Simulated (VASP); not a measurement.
Wanted: the native input for a VASP 6.6.1 run.

- Task: single point
- Functional: PBEsol
- Dispersion: D4
- Potentials or basis: VASP PAW PBE potentials, release 64 (Cd)
- Cutoff: 520 eV
- k mesh: 8 × 8 × 8
- Occupations: methfessel-paxton, width 0.05 eV
- Spin: non-collinear spin, typed start, spin-orbit coupling
- Starting moments: [[0.0, 0.0, 0.5]] μB
- Dipole correction: no
- Further INCAR settings: ALGO = Normal; EDIFF = 1e-06; NBANDS = 23

The structure of Cd lies in POSCAR:

```
Cd
1.0
    0.0000000000      2.2181497500      2.2181497500
    2.2181497500      0.0000000000      2.2181497500
    2.2181497500      2.2181497500      0.0000000000
Cd
1
Direct
    0.0000000000      0.0000000000      0.0000000000
```

These files were run (other wordings do the same):

INCAR

```
SYSTEM = Cd
ALGO = Normal
EDIFF = 1E-6
ENCUT = 520
GGA = PS
GGA_COMPAT = .FALSE.
ISIF = 2
ISMEAR = 1
IVDW = 13
LASPH = .TRUE.
LCHARG = .FALSE.
LORBIT = 11
LORBMOM = .TRUE.
LREAL = .FALSE.
LSORBIT = .TRUE.
LWAVE = .FALSE.
MAGMOM = 0 0 0.5
NBANDS = 23
NELM = 150
PREC = Accurate
SIGMA = 0.05
```

KPOINTS

```
k-points
0
G
  8 8 8
  0 0 0
```

Potentials or basis: VASP PAW PBE potentials, release 64 (Cd).

Run with:

```sh
$ cat potpaw_PBE.64/Cd/POTCAR > POTCAR
$ mpirun -np 1 vasp_ncl > vasp.out
```

Results of the run:

```json
{
 "Pressure": "-3.5 GPa",
 "Net moment": "0.00 μB per cell",
 "Valence electrons inside the program's atomic spheres": "Cd 10.30",
 "Dispersion energy per atom": "-0.234 eV"
}
```

Caveat: the PAW data sets were made with another functional, which shifts forces and pressure a little.

Wall time 37 s on 1 thread of Intel(R) Xeon(R) 6975P-C (Granite Rapids), with other jobs on the host, peak memory 0.21 GiB.
